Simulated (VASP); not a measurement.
A run of VASP 6.6.1 is set up as follows.

The input INCAR:

```
PREC = Accurate
ENCUT = 520
EDIFF = 1E-6
ISMEAR = 0
SIGMA = 0.1
LREAL = False
LASPH = True
NELM = 60
ALGO = Normal
ISIF = 2
LWAVE = False
LCHARG = False
GGA = PE
NBANDS = 23
```

File KPOINTS:

```
Automatic mesh
0
Gamma
  8 8 12
```

The input POSCAR:

```
Si4Sn
1.0
    3.8222929261     -4.1093152953      0.0000000000
    3.8222929261      4.1093152953      0.0000000000
    0.0000000000      0.0000000000      3.2943437578
Si Sn
4 1
Direct
    0.8429345541      0.1570654459      0.5000000000
    0.1850339312      0.1850339312      0.0000000000
    0.8149660688      0.8149660688      0.0000000000
    0.1570654459      0.8429345541      0.5000000000
    0.5000000000      0.5000000000      0.5000000000
```

Potentials or basis: VASP PAW PBE potentials, release 64 (Si, Sn_d).

Run with:

```console
$ cat potpaw_PBE.64/Si/POTCAR potpaw_PBE.64/Sn_d/POTCAR > POTCAR
$ mpirun -np 1 vasp_std > vasp.out
```

(1) What does it give for the largest force?

(2) Estimate the pressure.

Results:

(1) 0.010 eV/Å.

(2) -0.1 GPa.
